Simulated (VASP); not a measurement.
Wanted: the native input for a VASP 6.6.1 run.

| Property | Result |
| --- | --- |
| Task | single point |
| Functional | PBE |
| Potentials or basis | VASP PAW PBE potentials, release 64 (Li_sv, Ta_pv, O) |
| Cutoff | 520 eV |
| k mesh | 6 × 6 × 4 |
| Occupations | gaussian, width 0.1 eV |
| Spin | collinear spin |
| Starting moments | [0.0, 1.0, 1.0, 1.0, 1.0, 0.0] μB |
| Dipole correction | no |
| Further INCAR settings | ALGO = Normal; EDIFF = 1e-06; NBANDS = 40 |

The structure of LiTa4O lies in POSCAR:

```
LiTa4O
1.0
    3.4264166200      0.0000000000      0.0000000000
   -1.7132083100      2.9673638400      0.0000000000
    0.0000000000      0.0000000000      7.1228368200
Li Ta O
1 4 1
Direct
    0.0000000000      0.0000000000      0.5000000000
    0.3333333300      0.6666666700      0.7432699200
    0.3333333300      0.6666666700      0.2567300800
    0.6666666700      0.3333333300      0.7432699200
    0.6666666700      0.3333333300      0.2567300800
    0.0000000000      0.0000000000      0.0000000000
```

The cell was built from a structure type or drawn by symmetry, and may not be a known phase.

These files were run (other wordings do the same):

INCAR

```
SYSTEM = LiTa4O
PREC = Accurate ; ENCUT = 520
EDIFF = 1E-6 ; ISMEAR = 0
SIGMA = 0.1 ; LREAL = .FALSE.
LASPH = .TRUE. ; NELM = 150
ALGO = Normal ; ISIF = 2
LWAVE = .FALSE. ; LCHARG = .FALSE.
ISPIN = 2 ; MAGMOM = 0 1 1 1 1 0
LORBIT = 11 ; LMAXMIX = 4
GGA = PE ; NBANDS = 40
```

KPOINTS

```
regular mesh
0
G
  6 6 4
  0 0 0
```

Potentials or basis: VASP PAW PBE potentials, release 64 (Li_sv, Ta_pv, O).

Launch:

```console
$ cat potpaw_PBE.64/Li_sv/POTCAR potpaw_PBE.64/Ta_pv/POTCAR potpaw_PBE.64/O/POTCAR > POTCAR
$ mpirun -np 1 vasp_std > vasp.out
```

Results of the run:

```yaml
Largest_force: 0.118 eV/Å
Net_moment: 0.00 μB per cell
Valence_electrons_inside_the_program's_atomic_spheres: Li 2.22; Ta 10.45; O 4.86
```

Caveat: atoms lie so close that the PAW spheres overlap strongly, which falsifies energies and pressures.

It took 87 s on 1 thread of AMD EPYC 9R45 96-Core Processor (Zen 5), with other jobs on the host, peak memory 0.25 GiB.
